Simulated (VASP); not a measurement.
Set up this calculation in VASP 6.6.1, as the native input.

```
Task                   : single point
Functional             : PBE
Potentials or basis    : VASP PAW PBE potentials, release 64 (Si)
Cutoff                 : 520 eV
k mesh                 : 8 × 8 × 8
Occupations            : fermi-dirac, width 0.02 eV
Spin                   : no spin polarisation
Dipole correction      : no
Further INCAR settings : ALGO = Normal; EDIFF = 1e-06; NBANDS = 11
```

The structure of Si lies in POSCAR:

```
Si
1.0
    0.0000000000      2.7348878890      2.7348878890
    2.7348878890      0.0000000000      2.7348878890
    2.7348878890      2.7348878890      0.0000000000
Si
2
Direct
    0.7500000000      0.7500000000      0.7500000000
    0.5000000000      0.5000000000      0.5000000000
```

The input as run:

INCAR

```
ALGO = Normal ; EDIFF = 1E-6
ENCUT = 520 ; GGA = PE
ISIF = 2 ; ISMEAR = -1
LASPH = True ; LCHARG = False
LREAL = False ; LWAVE = False
NBANDS = 11 ; NELM = 60
PREC = Accurate ; SIGMA = 0.02
```

KPOINTS

```
k-points
0
Gamma
  8 8 8
```

Potentials or basis: VASP PAW PBE potentials, release 64 (Si).

Launch:

```sh
$ cat potpaw_PBE.64/Si/POTCAR > POTCAR
$ mpirun -np 1 vasp_std > vasp.out
```

It gave:

```yaml
Pressure: 0.0 GPa
Band_gap_on_the_k_mesh: 0.65 eV (least direct gap 2.56 eV)
```

Wall time 5.4 s on 1 thread of Intel(R) Xeon(R) 6975P-C (Granite Rapids) (shared host), peak memory 0.15 GiB.
